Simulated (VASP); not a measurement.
# La3SnC (Pmm2) in VASP: further runs, part 2 of 2

VASP 6.6.1. The steps go on from the part before.

**3. Single point, LDA**

File INCAR:

```
  ALGO = Normal
  EDIFF = 1E-6
  ENCUT = 520
  ISIF = 2
  ISMEAR = -1
  LASPH = True
  LCHARG = True
  LELF = True
  LREAL = False
  LVHAR = True
  LWAVE = False
  NBANDS = 34
  NELM = 100
  PREC = Accurate
  SIGMA = 0.05
```

File KPOINTS:

```
k-points
0
Gamma
  4 4 4
```

File POSCAR:

```
La3SnC
1.0
    5.2202995700      0.0000000000      0.0000000000
    0.0000000000      5.2202995700      0.0000000000
    0.0000000000      0.0000000000      5.2202995700
La Sn C
3 1 1
Direct
    0.5000000000      0.0000000000     -0.0047889972
    0.0000000000      0.5000000000      0.0000000000
    0.0000000000      0.0000000000      0.5000000000
    0.5000000000      0.5000000000      0.5000000000
    0.0000000000      0.0000000000      0.0000000000
```

Potentials or basis: VASP PAW LDA potentials, release 64 (La, Sn_d, C).

Command:

```
> cat potpaw_LDA.64/La/POTCAR potpaw_LDA.64/Sn_d/POTCAR potpaw_LDA.64/C/POTCAR > POTCAR
> mpirun -np 1 vasp_std > vasp.out
```

OUTCAR:

```text
EDIFF = 1E-6
   ENCUT = 520
   ISIF = 2
   ISMEAR = -1
   LASPH = True
   LREAL = False
   NELM = 100
   PREC = Accurate

 ion  position               nearest neighbor table
   1  0.500  0.000  0.995-   5 2.61   5 2.61   3 3.67   4 3.67   3 3.67   4 3.67   4 3.71   4 3.71

   2  0.000  0.500  0.000-   5 2.61   5 2.61   4 3.69   4 3.69   4 3.69   4 3.69
   3  0.000  0.000  0.500-   5 2.61   5 2.61   1 3.67   1 3.67   4 3.69   4 3.69   4 3.69   4 3.69

   4  0.500  0.500  0.500-   1 3.67   1 3.67   3 3.69   2 3.69   2 3.69   3 3.69   2 3.69   3 3.69
                             2 3.69   3 3.69   1 3.71   1 3.71
   5  0.000  0.000  0.000-   2 2.61   3 2.61   3 2.61   2 2.61   1 2.61   1 2.61

  LATTYP: Found a simple cubic cell.
 ALAT       =     5.2202995700

  Lattice vectors:

 A1 = (   5.2202995700,   0.0000000000,   0.0000000000)
 A2 = (   0.0000000000,   5.2202995700,   0.0000000000)
 A3 = (   0.0000000000,   0.0000000000,   5.2202995700)

Analysis of symmetry for initial positions (statically):
=====================================================================
 Subroutine PRICEL returns:
 Original cell was already a primitive cell.

 Routine SETGRP: Setting up the symmetry group for a
 simple cubic supercell.

 Subroutine GETGRP returns: Found  4 space group operations
 (whereof  4 operations were pure point group operations)
 out of a pool of 48 trial point group operations.

The static configuration has the point symmetry C_2v.

Analysis of symmetry for dynamics (positions and initial velocities):
=====================================================================
 Subroutine PRICEL returns:
 Original cell was already a primitive cell.

 Routine SETGRP: Setting up the symmetry group for a
 simple cubic supercell.

 Subroutine GETGRP returns: Found  4 space group operations
 (whereof  4 operations were pure point group operations)
 out of a pool of 48 trial point group operations.

The dynamic configuration has the point symmetry C_2v.

 Subroutine INISYM returns: Found  4 space group operations
 (whereof  4 operations are pure point group operations),
 and found     1 'primitive' translations

----------------------------------------------------------------------------------------

                                     Primitive cell

  volume of cell :     142.2611

  direct lattice vectors                    reciprocal lattice vectors
     5.220299570  0.000000000  0.000000000     0.191559888  0.000000000  0.000000000
     0.000000000  5.220299570  0.000000000     0.000000000  0.191559888  0.000000000
     0.000000000  0.000000000  5.220299570     0.000000000  0.000000000  0.191559888

  length of vectors
     5.220299570  5.220299570  5.220299570     0.191559888  0.191559888  0.191559888

  position of ions in fractional coordinates (direct lattice)
     0.500000000  0.000000000  0.995211003
     0.000000000  0.500000000  0.000000000
     0.000000000  0.000000000  0.500000000
     0.500000000  0.500000000  0.500000000
     0.000000000  0.000000000  0.000000000

  ion indices of the primitive-cell ions
   primitive index   ion index
                 1           1
                 2           2
                 3           3
                 4           4
                 5           5

[... 25 lines left out ...]

 Following reciprocal coordinates:
            Coordinates               Weight
  0.000000  0.000000  0.000000      1.000000
  0.250000  0.000000  0.000000      2.000000
  0.000000  0.250000  0.000000      2.000000
  0.000000  0.000000  0.250000      2.000000
  0.500000  0.000000  0.000000      1.000000
  0.000000  0.500000  0.000000      1.000000
[... 16 lines left out ...]
  0.250000  0.250000  0.500000      4.000000
  0.500000  0.500000  0.250000      2.000000
 [... further k-points ...]
   k-points           NKPTS =     27   k-points in BZ     NKDIM =     27   number of bands    NBANDS=     34
   number of dos      NEDOS =    301   number of ions     NIONS =      5
   total plane-waves  NPLWV =  64000
   dimension x,y,z NGX =    40 NGY =   40 NGZ =   40
   dimension x,y,z NGXF=    80 NGYF=   80 NGZF=   80
   ions per type =               3   1   1
   NGX,Y,Z   is equivalent  to a cutoff of  12.74, 12.74, 12.74 a.u.
   NGXF,Y,Z  is equivalent  to a cutoff of  25.48, 25.48, 25.48 a.u.
 SYSTEM =  unknown system
   PREC   = accura    normal or accurate (medium, high low for compatibility)
   ISTART =      0    job   : 0-new  1-cont  2-samecut
   ICHARG =      2    charge: 1-file 2-atom 10-const
   ISPIN  =      1    spin polarized calculation?
   LNONCOLLINEAR =      F non collinear calculations
   LSORBIT =      F    spin-orbit coupling
   LASPH  =      T    aspherical Exc in radial PAW
   ENCUT  =  520.0 eV  38.22 Ry    6.18 a.u.   9.71  9.71  9.71*2*pi/ulx,y,z
   NELM   =    100;   NELMIN=  2; NELMDL= -5     # of ELM steps
   EDIFF  = 0.1E-05   stopping-criterion for ELM
   LREAL  =      F    real-space projection
   EDIFFG = 0.1E-04   stopping-criterion for IOM
   NSW    =      0    number of steps for IOM
   IBRION =     -1    ionic relax: 0-MD 1-quasi-New 2-CG
   NFREE  =      0    steps in history (QN), initial steepest desc. (CG)
   ISIF   =      2    stress and relaxation
   ISYM   =      2    0-nonsym 1-usesym 2-fastsym
   POTIM  = 0.5000    time-step for ionic-motion
   TEBEG  =    0.0;   TEEND  =   0.0 temperature during run
   PSTRESS=    0.0 pullay stress
   NELECT =      51.0000    total number of electrons
   NUPDOWN=      -1.0000    fix difference up-down
   EMIN   =  10.00;   EMAX   =-10.00  energy-range for DOS
   EFERMI =   0.00;   METHOD = LEGACY
   ISMEAR =    -1;   SIGMA  =   0.05  broadening in eV -4-tet -1-fermi 0-gaus
   EFERMI_NEDOS =   21; number of points for ismear=-14 and -15
   IALGO  =     38    algorithm
   IMIX   =      4    mixing-type and parameters
     AMIX     =   0.40;   BMIX     =  1.00
     AMIX_MAG =   1.60;   BMIX_MAG =  1.00
  volume/ion in A,a.u.               =      28.45       192.01
  Fermi-wavevector in a.u.,A,eV,Ry     =   1.162973  2.197699 18.401950  1.352505
  Thomas-Fermi vector in A             =   2.299528
   LORBIT       =      0    0 simple, 1 ext, 2 COOP (PROOUT), +10 PAW based schemes
   GGA     = CA    functional components
   LHFCALC =     F    Hartree Fock is set to
   AEXX    =    0.0000 exact exchange contribution
   IVDW    =     0    specifies the selected vdW correction
   LEPSILON=     F    determine dielectric tensor
   LRPA    =     F    only Hartree local field effects (RPA)
 non-spin polarized calculation
  energy-cutoff  :      520.00
  volume of cell :      142.26
 maximum number of plane-waves:      3887
 NGX is ok and might be reduce to    40
   NGX = 19   NGY = 19   NGZ = 19

 number of electron      50.9999988 magnetization

 Free energy of the ion-electron system (eV)
  ---------------------------------------------------
  ext. energy  EPLUGINS =         0.00000000
  ---------------------------------------------------
  free energy    TOTEN  =       -33.59445098 eV

  energy without entropy =      -33.56724701  energy(sigma->0) =      -33.58084900

 E-fermi :   7.6472     XC(G=0): -10.1022

 val. band max:        7.6432215950   @ k =   0.0000   0.0000   0.0000
 cond. band min:       7.6916560808   @ k =   0.2500   0.0000   0.2500
 fundamental gap:      0.0484344858
 Fermi energy:         7.6472250105

 k-point     1 :       0.0000    0.0000    0.0000
  band No.  band energies     occupation
      1     -24.8599      2.00000
      2     -24.6101      2.00000
      3     -24.6098      2.00000
      4     -12.9050      2.00000
      5     -12.9050      2.00000
      6     -12.9050      2.00000
[... 877 lines left out ...]
     33       9.5631      0.00000
     34       9.6068      0.00000

 [... further k-points ...]

------------------------ aborting loop because EDIFF is reached ----------------------------------------

  FORCE on cell =-STRESS in cart. coord.  units (eV):
  Direction    XX          YY          ZZ          XY          YZ          ZX
  --------------------------------------------------------------------------------------
  -------------------------------------------------------------------------------------
  Total       -3.7714589     -3.7640999     -3.7633372      0.0000000      0.0000000      0.0000000
  in kB      -42.4750291    -42.3921507    -42.3835606      0.0000000      0.0000000      0.0000000
  external PRESSURE =     -42.4169134 kB  Pullay stress =       0.0000000 kB

 VOLUME and BASIS-vectors are now :
 -----------------------------------------------------------------------------
  energy-cutoff  :      520.00
  volume of cell :      142.26
      direct lattice vectors                 reciprocal lattice vectors
     5.220299570  0.000000000  0.000000000     0.191559888  0.000000000  0.000000000
     0.000000000  5.220299570  0.000000000     0.000000000  0.191559888  0.000000000
     0.000000000  0.000000000  5.220299570     0.000000000  0.000000000  0.191559888

 POSITION                                       TOTAL-FORCE (eV/Angst)
 -----------------------------------------------------------------------------------
      2.61015      0.00000      5.19530         0.000000      0.000000      0.073975
      0.00000      2.61015      0.00000         0.000000      0.000000      0.015631
      0.00000      0.00000      2.61015         0.000000      0.000000     -0.061616
      2.61015      2.61015      2.61015         0.000000      0.000000     -0.010135
      0.00000      0.00000      0.00000         0.000000      0.000000     -0.017854
 -----------------------------------------------------------------------------------
    total drift:                               -0.000000      0.000000     -0.000159

  FREE ENERGIE OF THE ION-ELECTRON SYSTEM (eV)
  ---------------------------------------------------
  free  energy   TOTEN  =       -33.5944509773 eV

  energy  without entropy=      -33.5672470145  energy(sigma->0) =      -33.58084900
```

stdout:

```text
POSCAR found type information on POSCAR LaSnC
 POSCAR found :  3 types and       5 ions
 scaLAPACK will be used
 LDA part: xc-table for (Slater(with rela. corr.)+CA(PZ))
 , standard interpolation
 POSCAR, INCAR and KPOINTS ok, starting setup
 FFT: planning ... GRIDC
 FFT: planning ... GRID_SOFT
 FFT: planning ... GRID
 WAVECAR not read
 entering main loop
```

It took 5.4 min on 1 thread of Intel Xeon 8259CL, shared host; peak memory 0.29 GiB.

Results:

| Item | Value |
| --- | --- |
| Free energy | -33.5945 eV |
| Pressure | -4.2 GPa |
| Largest force | 0.074 eV/Å |
| Band gap on the k mesh | zero (an odd number of electrons rules out a gap without spin polarisation) |

Forces on the atoms (eV/Å):
```
La   0.000  0.000  0.074
La   0.000  0.000  0.016
La   0.000  0.000 -0.062
Sn   0.000  0.000 -0.010
C    0.000  0.000 -0.018
```

Caveat: the cell stands under tension; spin-orbit coupling is left out, which moves the levels of the heavy elements.

**4. Single point, LDA**

File INCAR:

```
SYSTEM = La3SnC
PREC = Accurate ; ENCUT = 520
EDIFF = 1E-7 ; ISMEAR = -1
SIGMA = 0.05 ; LREAL = .False.
LASPH = .True. ; NELM = 80
ALGO = Normal ; ISIF = 2
LWAVE = .False. ; LCHARG = .True.
GGA = CA ; LELF = .True.
LVHAR = .True. ; NBANDS = 34
```

File KPOINTS:

```
Automatic mesh
0
Gamma
  4 4 4
  0 0 0
```

Edit POSCAR of step 3 so:

```diff
@@ -8,3 +8,3 @@
 Direct
-    0.5000000000      0.0000000000     -0.0047889972
+    0.5000000000      0.0000000000      0.0047889972
     0.0000000000      0.5000000000      0.0000000000
```

Command:

```
> cat potpaw_LDA.64/La/POTCAR potpaw_LDA.64/Sn_d/POTCAR potpaw_LDA.64/C/POTCAR > POTCAR
> mpirun -np 1 vasp_std > vasp.out
```

It took 5.8 min on 1 thread of Intel Xeon 8259CL, shared host; peak memory 0.3 GiB.

Results (log left out):

```yaml
Free_energy: -33.5945 eV
Pressure: -4.2 GPa
Largest_force: 0.074 eV/Å
Band_gap_on_the_k_mesh: zero (an odd number of electrons rules out a gap without spin polarisation)
```

Forces on the atoms (eV/Å):
```
La   0.000  0.000 -0.074
La   0.000  0.000 -0.016
La   0.000  0.000  0.062
Sn   0.000  0.000  0.010
C    0.000  0.000  0.018
```

Levels at points of the mesh, in eV from the Fermi level:
| k point | band 21 | band 22 | band 23 | band 24 | band 25 | band 26 | band 27 | band 28 | band 29 | band 30 |
| --- | --- | --- | --- | --- | --- | --- | --- | --- | --- | --- |
| (0.00, 0.00, 0.00) | -0.91 | -0.70 | -0.69 | -0.69 | -0.09 | -0.09 | -0.09 | -0.01 | 0.00 | 0.00 |
| (0.50, 0.00, 0.00) | -2.23 | -1.20 | -1.20 | -0.50 | -0.50 | -0.35 | 0.48 | 1.09 | 1.29 | 1.45 |
| (0.00, 0.50, 0.00) | -2.23 | -1.20 | -1.19 | -0.51 | -0.50 | -0.33 | 0.48 | 1.09 | 1.29 | 1.45 |
| (0.00, 0.00, 0.50) | -2.23 | -1.20 | -1.20 | -0.50 | -0.50 | -0.35 | 0.48 | 1.09 | 1.29 | 1.45 |
| (0.50, 0.50, 0.00) | -2.74 | -1.76 | -1.72 | -1.72 | -0.95 | 1.09 | 1.09 | 1.20 | 1.20 | 1.43 |
| (0.00, 0.50, 0.50) | -2.74 | -1.76 | -1.72 | -1.72 | -0.95 | 1.09 | 1.09 | 1.20 | 1.20 | 1.43 |
| (0.50, 0.00, 0.50) | -2.74 | -1.76 | -1.72 | -1.72 | -0.95 | 1.09 | 1.09 | 1.20 | 1.20 | 1.43 |
| (0.50, 0.50, 0.50) | -3.13 | -3.13 | -0.61 | -0.61 | -0.61 | 0.99 | 0.99 | 0.99 | 1.43 | 1.43 |

Caveat: the cell stands under tension; spin-orbit coupling is left out, which moves the levels of the heavy elements.

**5. Single point, LDA**

File INCAR:

```
PREC     = Accurate       # precision mode
ENCUT    = 520            # plane-wave cutoff, eV
EDIFF    = 1E-6           # SCF threshold, eV
ISMEAR   = -1             # smearing method
SIGMA    = 0.05           # smearing width, eV
LREAL    = False          # projectors in reciprocal space
LASPH    = True           # aspherical terms in the spheres
NELM     = 100            # most SCF steps
ALGO     = Normal         # electronic algorithm
ISIF     = 2              # what is computed and relaxed
LWAVE    = False          # write WAVECAR
LCHARG   = False          # write CHGCAR
GGA      = CA             # functional
NBANDS   = 34             # bands
```

File KPOINTS:

```
regular mesh
0
Gamma
  4 4 4
```

Edit POSCAR of step 4 so:

```diff
@@ -8,3 +8,3 @@
 Direct
-    0.5000000000      0.0000000000      0.0047889972
+    0.5000000000      0.0000000000      0.0095779944
     0.0000000000      0.5000000000      0.0000000000
```

Command:

```
> cat potpaw_LDA.64/La/POTCAR potpaw_LDA.64/Sn_d/POTCAR potpaw_LDA.64/C/POTCAR > POTCAR
> mpirun -np 1 vasp_std > vasp.out
```

Wall time 5 min (1 thread of Intel Xeon 8259CL, shared host); peak memory 0.29 GiB.

The run converged. Its results:

| Item | Value |
| --- | --- |
| Free energy | -33.5917 eV |
| Pressure | -4.2 GPa |
| Largest force | 0.148 eV/Å |
| Band gap on the k mesh | zero (an odd number of electrons rules out a gap without spin polarisation) |

Forces on the atoms (eV/Å):
```
La   0.000  0.000 -0.148
La   0.000  0.000 -0.031
La   0.000  0.000  0.123
Sn   0.000  0.000  0.020
C    0.000  0.000  0.036
```

Levels at points of the mesh, in eV from the Fermi level:
```csv
k point,band 23,band 24,band 25,band 26,band 27,band 28
"(0.00, 0.00, 0.00)",-0.69,-0.69,-0.09,-0.09,-0.09,-0.01
"(0.50, 0.00, 0.00)",-1.20,-0.51,-0.50,-0.34,0.49,1.09
"(0.00, 0.50, 0.00)",-1.19,-0.55,-0.50,-0.30,0.48,1.09
"(0.00, 0.00, 0.50)",-1.20,-0.50,-0.50,-0.35,0.48,1.09
"(0.50, 0.50, 0.00)",-1.72,-1.72,-0.94,1.08,1.08,1.20
"(0.00, 0.50, 0.50)",-1.72,-1.72,-0.95,1.09,1.09,1.20
"(0.50, 0.00, 0.50)",-1.72,-1.72,-0.95,1.09,1.09,1.20
"(0.50, 0.50, 0.50)",-0.61,-0.61,-0.61,0.98,0.99,0.99
```

Caveat: the cell stands under tension; spin-orbit coupling is left out, which moves the levels of the heavy elements.
